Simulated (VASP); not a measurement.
# InAs (e600) (F-43m) in VASP: a series of runs

Runs on InAs (e600). Level: PBEsol. Tasks: single point, relaxation of cell and atoms.

Program: VASP 6.6.1. These are calculated values, not measurements. Logs are shortened: lines on timing, memory, paths and dates and some standing lists are left out, and cuts for length are marked.

## 1. The cell of the first run

It takes space group F-43m (No. 216, cubic). Conventional cell: a = 6.088 Å, b = 6.088 Å, c = 6.088 Å, α = 90.00°, β = 90.00°, γ = 90.00°. Within 3.5 Å of In (site symmetry -43m) lie 4 As at 2.64 Å. As (site symmetry -43m) has 4 In at 2.64 Å within 3.5 Å.

## 2. Single point, PBEsol

INCAR

```
SYSTEM = InAs
PREC = Accurate
ENCUT = 520
EDIFF = 1E-6
ISMEAR = 0
SIGMA = 0.1
LREAL = .False.
LASPH = .True.
NELM = 80
ALGO = Normal
ISIF = 2
LWAVE = .False.
LCHARG = .False.
GGA = PS
NBANDS = 16
```

KPOINTS

```
regular mesh
0
Gamma
  10 10 10
  0 0 0
```

POSCAR

```
InAs
1.0
    0.0000000000      3.0438748346      3.0438748346
    3.0438748346      0.0000000000      3.0438748346
    3.0438748346      3.0438748346      0.0000000000
In As
1 1
Direct
    0.0000000000      0.0000000000      0.0000000000
    0.2500000000      0.2500000000      0.2500000000
```

Potentials or basis: VASP PAW PBE potentials, release 64 (In_d, As).

Started as:

```sh
> cat potpaw_PBE.64/In_d/POTCAR potpaw_PBE.64/As/POTCAR > POTCAR
> mpirun -np 1 vasp_std > vasp.out
```

OUTCAR:

```text
SYSTEM = InAs
   PREC = Accurate
   ENCUT = 520
   EDIFF = 1E-6
   ISMEAR = 0
   LREAL = .False.
   LASPH = .True.
   NELM = 80
   ISIF = 2
   GGA = PS

 ion  position               nearest neighbor table
   1  0.000  0.000  0.000-   2 2.64   2 2.64   2 2.64   2 2.64
   2  0.250  0.250  0.250-   1 2.64   1 2.64   1 2.64   1 2.64

  LATTYP: Found a face centered cubic cell.
 ALAT       =     6.0877496692

  Lattice vectors:

 A1 = (   0.0000000000,   3.0438748346,   3.0438748346)
 A2 = (   3.0438748346,   0.0000000000,   3.0438748346)
 A3 = (   3.0438748346,   3.0438748346,   0.0000000000)

Analysis of symmetry for initial positions (statically):
=====================================================================
 Subroutine PRICEL returns:
 Original cell was already a primitive cell.

 Routine SETGRP: Setting up the symmetry group for a
 face centered cubic supercell.

 Subroutine GETGRP returns: Found 24 space group operations
 (whereof 24 operations were pure point group operations)
 out of a pool of 48 trial point group operations.

The static configuration has the point symmetry T_d .

Analysis of symmetry for dynamics (positions and initial velocities):
=====================================================================
 Subroutine PRICEL returns:
 Original cell was already a primitive cell.

 Routine SETGRP: Setting up the symmetry group for a
 face centered cubic supercell.

 Subroutine GETGRP returns: Found 24 space group operations
 (whereof 24 operations were pure point group operations)
 out of a pool of 48 trial point group operations.

The dynamic configuration has the point symmetry T_d .

 Subroutine INISYM returns: Found 24 space group operations
 (whereof 24 operations are pure point group operations),
 and found     1 'primitive' translations

----------------------------------------------------------------------------------------

                                     Primitive cell

  volume of cell :      56.4041

  direct lattice vectors                    reciprocal lattice vectors
     0.000000000  3.043874835  3.043874835    -0.164264310  0.164264310  0.164264310
     3.043874835  0.000000000  3.043874835     0.164264310 -0.164264310  0.164264310
     3.043874835  3.043874835  0.000000000     0.164264310  0.164264310 -0.164264310

  length of vectors
     4.304689073  4.304689073  4.304689073     0.284514131  0.284514131  0.284514131

  position of ions in fractional coordinates (direct lattice)
     0.000000000  0.000000000  0.000000000
     0.250000000  0.250000000  0.250000000

  ion indices of the primitive-cell ions
   primitive index   ion index
                 1           1
                 2           2

----------------------------------------------------------------------------------------

 KPOINTS: regular mesh

Automatic generation of k-mesh.
 Grid dimensions read from file:
 generate k-points for:   10   10   10

 Generating k-lattice:

  Cartesian coordinates                     Fractional coordinates (reciprocal lattice)
    -0.016426431  0.016426431  0.016426431     0.100000000  0.000000000  0.000000000
     0.016426431 -0.016426431  0.016426431     0.000000000  0.100000000  0.000000000
     0.016426431  0.016426431 -0.016426431     0.000000000  0.000000000  0.100000000

  Length of vectors
     0.028451413  0.028451413  0.028451413

  Shift w.r.t. Gamma in fractional coordinates (k-lattice)
     0.000000000  0.000000000  0.000000000

 Subroutine IBZKPT returns following result:
 ===========================================

 Found     47 irreducible k-points:

 Following reciprocal coordinates:
            Coordinates               Weight
  0.000000  0.000000  0.000000      1.000000
  0.100000  0.000000  0.000000      8.000000
  0.200000  0.000000  0.000000      8.000000
  0.300000  0.000000  0.000000      8.000000
  0.400000  0.000000  0.000000      8.000000
  0.500000  0.000000  0.000000      4.000000
[... 16 lines left out ...]
  0.300000  0.300000  0.000000      6.000000
  0.400000  0.300000  0.000000     24.000000
 [... further k-points ...]
   k-points           NKPTS =     47   k-points in BZ     NKDIM =     47   number of bands    NBANDS=     16
   number of dos      NEDOS =    301   number of ions     NIONS =      2
   total plane-waves  NPLWV =  32768
   dimension x,y,z NGX =    32 NGY =   32 NGZ =   32
   dimension x,y,z NGXF=    64 NGYF=   64 NGZF=   64
   ions per type =               1   1
   NGX,Y,Z   is equivalent  to a cutoff of  12.36, 12.36, 12.36 a.u.
   NGXF,Y,Z  is equivalent  to a cutoff of  24.72, 24.72, 24.72 a.u.
 SYSTEM =  InAs
   PREC   = accura    normal or accurate (medium, high low for compatibility)
   ISTART =      0    job   : 0-new  1-cont  2-samecut
   ICHARG =      2    charge: 1-file 2-atom 10-const
   ISPIN  =      1    spin polarized calculation?
   LNONCOLLINEAR =      F non collinear calculations
   LSORBIT =      F    spin-orbit coupling
   LASPH  =      T    aspherical Exc in radial PAW
   ENCUT  =  520.0 eV  38.22 Ry    6.18 a.u.   8.00  8.00  8.00*2*pi/ulx,y,z
   NELM   =     80;   NELMIN=  2; NELMDL= -5     # of ELM steps
   EDIFF  = 0.1E-05   stopping-criterion for ELM
   LREAL  =      F    real-space projection
   EDIFFG = 0.1E-04   stopping-criterion for IOM
   NSW    =      0    number of steps for IOM
   IBRION =     -1    ionic relax: 0-MD 1-quasi-New 2-CG
   NFREE  =      0    steps in history (QN), initial steepest desc. (CG)
   ISIF   =      2    stress and relaxation
   ISYM   =      2    0-nonsym 1-usesym 2-fastsym
   POTIM  = 0.5000    time-step for ionic-motion
   TEBEG  =    0.0;   TEEND  =   0.0 temperature during run
   PSTRESS=    0.0 pullay stress
   NELECT =      18.0000    total number of electrons
   NUPDOWN=      -1.0000    fix difference up-down
   EMIN   =  10.00;   EMAX   =-10.00  energy-range for DOS
   EFERMI =   0.00;   METHOD = LEGACY
   ISMEAR =     0;   SIGMA  =   0.10  broadening in eV -4-tet -1-fermi 0-gaus
   EFERMI_NEDOS =   21; number of points for ismear=-14 and -15
   IALGO  =     38    algorithm
   IMIX   =      4    mixing-type and parameters
     AMIX     =   0.40;   BMIX     =  1.00
     AMIX_MAG =   1.60;   BMIX_MAG =  1.00
  volume/ion in A,a.u.               =      28.20       190.32
  Fermi-wavevector in a.u.,A,eV,Ry     =   1.118739  2.114111 17.028746  1.251578
  Thomas-Fermi vector in A             =   2.255373
   LORBIT       =      0    0 simple, 1 ext, 2 COOP (PROOUT), +10 PAW based schemes
   GGA     = PS    functional components
   LHFCALC =     F    Hartree Fock is set to
   AEXX    =    0.0000 exact exchange contribution
   IVDW    =     0    specifies the selected vdW correction
   LEPSILON=     F    determine dielectric tensor
   LRPA    =     F    only Hartree local field effects (RPA)
 non-spin polarized calculation
 Gauss-broadening in eV      SIGMA  =   0.10
  energy-cutoff  :      520.00
  volume of cell :       56.40
 maximum number of plane-waves:      1533
   NGX = 17   NGY = 17   NGZ = 17

 number of electron      17.9999992 magnetization

 Free energy of the ion-electron system (eV)
  ---------------------------------------------------
  ext. energy  EPLUGINS =         0.00000000
  ---------------------------------------------------
  free energy    TOTEN  =        -8.48997660 eV

  energy without entropy =       -8.48976434  energy(sigma->0) =       -8.48987047

 E-fermi :   4.2138     XC(G=0):  -9.1967

 val. band max:        4.1711102439   @ k =   0.0000   0.0000   0.0000
 cond. band min:       5.0027680869   @ k =   0.5000   0.0000   0.0000
 fundamental gap:      0.8316578429
 Fermi energy:         4.2137985543

 k-point     1 :       0.0000    0.0000    0.0000
  band No.  band energies     occupation
      1     -10.1204      2.00000
      2     -10.1204      2.00000
      3     -10.1204      2.00000
      4     -10.0006      2.00000
      5     -10.0006      2.00000
      6      -7.5902      2.00000
[... 8 lines left out ...]
     15      13.7846      0.00000
     16      13.7846      0.00000

 k-point     2 :       0.1000    0.0000    0.0000
  band No.  band energies     occupation
      1     -10.1330      2.00000
      2     -10.1168      2.00000
      3     -10.1168      2.00000
      4     -10.0008      2.00000
      5     -10.0008      2.00000
      6      -7.4889      2.00000
[... 8 lines left out ...]
     15      13.0596      0.00000
     16      13.0596      0.00000

 k-point     3 :       0.2000    0.0000    0.0000
  band No.  band energies     occupation
      1     -10.1643      2.00000
      2     -10.1079      2.00000
      3     -10.1079      2.00000
      4     -10.0004      2.00000
      5     -10.0004      2.00000
      6      -7.2016      2.00000
[... 8 lines left out ...]
     15      12.6026      0.00000
     16      12.6026      0.00000

 k-point     4 :       0.3000    0.0000    0.0000
  band No.  band energies     occupation
      1     -10.2006      2.00000
      2     -10.0985      2.00000
      3     -10.0985      2.00000
      4      -9.9982      2.00000
      5      -9.9982      2.00000
      6      -6.7838      2.00000
[... 8 lines left out ...]
     15      12.8850      0.00000
     16      12.8850      0.00000
[... 324 lines left out ...]
 k-point    22 :      -0.2000    0.2000    0.0000
  band No.  band energies     occupation
      1     -10.2120      2.00000
      2     -10.0930      2.00000
      3     -10.0904      2.00000
      4     -10.0046      2.00000
      5      -9.9962      2.00000
      6      -6.6418      2.00000
[... 8 lines left out ...]
     15      13.8106      0.00000
     16      14.5702      0.00000

 k-point    23 :       0.3000    0.3000    0.0000
  band No.  band energies     occupation
      1     -10.2426      2.00000
      2     -10.0707      2.00000
      3     -10.0707      2.00000
      4     -10.0231      2.00000
      5      -9.9865      2.00000
      6      -6.5139      2.00000
[... 8 lines left out ...]
     15      14.7124      0.00000
     16      15.8022      0.00000

 k-point    24 :       0.4000    0.3000    0.0000
  band No.  band energies     occupation
      1     -10.2622      2.00000
      2     -10.0637      2.00000
      3     -10.0614      2.00000
      4     -10.0257      2.00000
      5      -9.9844      2.00000
      6      -6.1755      2.00000
[... 8 lines left out ...]
     15      15.1734      0.00000
     16      16.0047      0.00000

 [... further k-points ...]

------------------------ aborting loop because EDIFF is reached ----------------------------------------

  FORCE on cell =-STRESS in cart. coord.  units (eV):
  Direction    XX          YY          ZZ          XY          YZ          ZX
  --------------------------------------------------------------------------------------
  -------------------------------------------------------------------------------------
  Total        0.0237892      0.0237892      0.0237892      0.0000000      0.0000000     -0.0000000
  in kB        0.6757403      0.6757403      0.6757403      0.0000000      0.0000000     -0.0000000
  external PRESSURE =       0.6757403 kB  Pullay stress =       0.0000000 kB

 VOLUME and BASIS-vectors are now :
 -----------------------------------------------------------------------------
  energy-cutoff  :      520.00
  volume of cell :       56.40
      direct lattice vectors                 reciprocal lattice vectors
     0.000000000  3.043874835  3.043874835    -0.164264310  0.164264310  0.164264310
     3.043874835  0.000000000  3.043874835     0.164264310 -0.164264310  0.164264310
     3.043874835  3.043874835  0.000000000     0.164264310  0.164264310 -0.164264310

 POSITION                                       TOTAL-FORCE (eV/Angst)
 -----------------------------------------------------------------------------------
      0.00000      0.00000      0.00000        -0.000000      0.000000      0.000000
      1.52194      1.52194      1.52194         0.000000     -0.000000     -0.000000
 -----------------------------------------------------------------------------------
    total drift:                               -0.000000     -0.000000     -0.000000

  FREE ENERGIE OF THE ION-ELECTRON SYSTEM (eV)
  ---------------------------------------------------
  free  energy   TOTEN  =        -8.4899765965 eV

  energy  without entropy=       -8.4897643424  energy(sigma->0) =       -8.48987047
```

Run time: 28 s. Hardware: 1 thread of AMD EPYC 7R13 (Zen 3), shared host; peak memory 0.17 GiB.

What came out:

| Quantity | Value |
| --- | --- |
| Free energy | -8.4900 eV |
| Pressure | 0.1 GPa |
| Band gap on the k mesh | zero (filled and empty bands touch) |

Levels at points of the mesh, in eV from the Fermi level:
```
           k point  band 7  band 8  band 9  band 10  band 11  band 12
(0.00, 0.00, 0.00)   -0.43   -0.04   -0.04    -0.04     3.81     3.81
(0.50, 0.00, 0.00)   -5.76   -1.01   -1.01     0.79     4.57     4.57
(0.50, 0.50, 0.00)   -5.84   -2.32   -2.32     1.43     1.94     8.90
```

Caveat: the PAW data sets were made with another functional, which shifts forces and pressure a little; spin-orbit coupling is left out, which moves the levels of the heavy elements.

## 3. Single point, PBEsol

INCAR

```
PREC = Accurate
ENCUT = 520
EDIFF = 1E-6
ISMEAR = 0
SIGMA = 0.01
LREAL = F
LASPH = T
NELM = 80
ALGO = Normal
ISIF = 2
LWAVE = F
LCHARG = T
GGA = PS
LELF = T
LVHAR = T
NBANDS = 16
```

KPOINTS

```
regular mesh
0
Gamma
  10 10 10
```

POSCAR is that of step 2.

Potentials or basis: VASP PAW PBE potentials, release 64 (In_d, As).

Started as:

```sh
> cat potpaw_PBE.64/In_d/POTCAR potpaw_PBE.64/As/POTCAR > POTCAR
> mpirun -np 1 vasp_std > vasp.out
```

It took 29 s on 1 thread of AMD EPYC 7R13 (Zen 3), shared host; peak memory 0.17 GiB.

Results (log left out):

| Quantity | Value |
| --- | --- |
| Free energy | -8.4898 eV |
| Pressure | 0.1 GPa |
| Band gap on the k mesh | zero (filled and empty bands touch) |

Levels at points of the mesh, in eV from the Fermi level:
```tsv
k point	band 7	band 8	band 9	band 10	band 11	band 12
(0.00, 0.00, 0.00)	-0.39	0.00	0.00	0.00	3.84	3.84
(0.50, 0.00, 0.00)	-5.72	-0.97	-0.97	0.83	4.61	4.61
(0.50, 0.50, 0.00)	-5.80	-2.28	-2.28	1.47	1.97	8.94
```

Caveat: the PAW data sets were made with another functional, which shifts forces and pressure a little; spin-orbit coupling is left out, which moves the levels of the heavy elements.

## 4. Single point, PBEsol

INCAR

```
SYSTEM = InAs
PREC     = Accurate       ! precision mode
ENCUT    = 520            ! plane-wave cutoff, eV
EDIFF    = 1E-6           ! SCF threshold, eV
ISMEAR   = 0              ! smearing method
SIGMA    = 0.01           ! smearing width, eV
LREAL    = .False.        ! projectors in reciprocal space
LASPH    = .True.         ! aspherical terms in the spheres
NELM     = 60             ! most SCF steps
ALGO     = Normal         ! electronic algorithm
ISIF     = 2              ! what is computed and relaxed
LWAVE    = .False.        ! write WAVECAR
LCHARG   = .False.        ! write CHGCAR
GGA      = PS             ! functional
NBANDS   = 16             ! bands
```

KPOINTS

```
Automatic mesh
0
Gamma
  10 10 10
  0 0 0
```

POSCAR is that of step 3.

Started as:

```sh
> cat potpaw_PBE.64/In_d/POTCAR potpaw_PBE.64/As/POTCAR > POTCAR
> mpirun -np 1 vasp_std > vasp.out
```

It took 29 s on 1 thread of AMD EPYC 7R13 (Zen 3), shared host; peak memory 0.17 GiB.

The run converged. Its results:

- Free energy: -8.4898 eV
- Pressure: 0.1 GPa
- Band gap on the k mesh: zero (filled and empty bands touch)

Levels at points of the mesh, in eV from the Fermi level:
| k point | band 7 | band 8 | band 9 | band 10 | band 11 | band 12 |
| --- | --- | --- | --- | --- | --- | --- |
| (0.00, 0.00, 0.00) | -0.39 | 0.00 | 0.00 | 0.00 | 3.84 | 3.84 |
| (0.50, 0.00, 0.00) | -5.72 | -0.97 | -0.97 | 0.83 | 4.61 | 4.61 |
| (0.50, 0.50, 0.00) | -5.80 | -2.28 | -2.28 | 1.47 | 1.97 | 8.94 |

Caveat: the PAW data sets were made with another functional, which shifts forces and pressure a little; spin-orbit coupling is left out, which moves the levels of the heavy elements.

## 5. Relaxation of cell and atoms, PBEsol

This run uses another cell than the first one, of 27.79 Å³/atom, 0.985 times its volume.

INCAR

```
SYSTEM = InAs
  PREC = Accurate
  ENCUT = 600
  EDIFF = 1E-6
  ISMEAR = 0
  SIGMA = 0.1
  LREAL = .False.
  LASPH = .True.
  NELM = 60
  ALGO = Normal
  ISIF = 3
  LWAVE = .False.
  LCHARG = .False.
  GGA = PS
  IBRION = 2
  NSW = 100
  EDIFFG = -0.002
```

KPOINTS

```
regular mesh
0
Gamma
  10 10 10
  0 0 0
```

POSCAR

```
InAs
1.0
    0.0000000000      3.0290000000      3.0290000000
    3.0290000000      0.0000000000      3.0290000000
    3.0290000000      3.0290000000      0.0000000000
In As
1 1
Direct
    0.0000000000      0.0000000000      0.0000000000
    0.2500000000      0.2500000000      0.2500000000
```

Started as:

```sh
> cat potpaw_PBE.64/In_d/POTCAR potpaw_PBE.64/As/POTCAR > POTCAR
> mpirun -np 1 vasp_std > vasp.out
```

Run time: 2.6 min. Hardware: 1 thread of AMD EPYC 7R13 (Zen 3), shared host; peak memory 0.21 GiB.

The run converged. Its results:

```
Free energy                            : -8.4902 eV
Relaxed volume                         : 28.25 Å³/atom
Relaxed cell                           : a = 4.307 Å, b = 4.307 Å, c = 4.307 Å, α = 60.00°, β = 60.00°, γ = 60.00°
Space group after relaxing (to 0.05 Å) : F-43m (No. 216)
Energy gained by relaxing              : 1.3 meV/atom
Ionic steps                            : 16
Pressure after relaxing                : 0.0 GPa
Band gap on the k mesh                 : zero (filled and empty bands touch)
```

The path:
```
step  energy change (eV)  largest force (eV/Å)  pressure (GPa)  volume (Å³)
   1              0.0000                0.0000            0.94        55.58
   2             -0.0021                0.0000           -0.36        56.91
   3             -0.0027                0.0000           -0.02        56.50
   4             -0.0027                0.0000            0.02        56.48
   5             -0.0027                0.0000            0.02        56.48
   6             -0.0027                0.0000            0.02        56.48
   7             -0.0027                0.0000            0.02        56.48
   8             -0.0027                0.0000            0.02        56.48
   9             -0.0027                0.0000            0.02        56.48
  10             -0.0027                0.0000            0.02        56.48
  11             -0.0027                0.0000            0.02        56.48
  12             -0.0027                0.0000            0.02        56.48
  13             -0.0027                0.0000            0.02        56.48
  14             -0.0027                0.0000            0.02        56.48
  15             -0.0027                0.0000            0.03        56.49
  16             -0.0027                0.0000           -0.01        56.50
```

Final structure:
```cif
data_structure
_symmetry_space_group_name_H-M 'P 1'
_symmetry_Int_Tables_number 1
_cell_length_a 4.3071
_cell_length_b 4.3071
_cell_length_c 4.3071
_cell_angle_alpha 60.000
_cell_angle_beta 60.000
_cell_angle_gamma 60.000
_cell_volume 56.50
loop_
_atom_site_label
_atom_site_type_symbol
_atom_site_fract_x
_atom_site_fract_y
_atom_site_fract_z
_atom_site_occupancy
In1 In 0.00000 0.00000 0.00000 1
As1 As 0.25000 0.25000 0.25000 1
```

Levels at points of the mesh, in eV from the Fermi level:
| k point | band 7 | band 8 | band 9 | band 10 | band 11 | band 12 |
| --- | --- | --- | --- | --- | --- | --- |
| (0.00, 0.00, 0.00) | -0.44 | -0.04 | -0.04 | -0.04 | 3.80 | 3.80 |
| (0.50, 0.00, 0.00) | -5.75 | -1.01 | -1.01 | 0.79 | 4.57 | 4.57 |
| (0.50, 0.50, 0.00) | -5.83 | -2.32 | -2.32 | 1.43 | 1.93 | 8.89 |

Caveat: the PAW data sets were made with another functional, which shifts forces and pressure a little; spin-orbit coupling is left out, which moves the levels of the heavy elements.

## 6. Overview

```csv
task,cell,cutoff (eV),smearing,gap on the mesh (eV),pressure (GPa)
single point,"a = 4.305 Å, angles 60.0°, 2 atoms",520,gaussian 0.1 eV,none,0.1
single point,"a = 4.305 Å, angles 60.0°, 2 atoms",520,gaussian 0.01 eV,none,0.1
relaxation of cell and atoms,"relaxed from a = 4.284 Å, angles 60.0°, 2 atoms",600,gaussian 0.1 eV,none,0.0
```

Alike in all rows: level PBEsol; potentials or basis VASP PAW PBE potentials, release 64 (In_d, As); no spin polarisation; k mesh 10 × 10 × 10.

Caveats: the PAW data sets were made with another functional, which shifts forces and pressure a little; spin-orbit coupling is left out, which moves the levels of the heavy elements.

Total energies depend on the potentials used, so only differences within one code and one set of settings carry meaning.
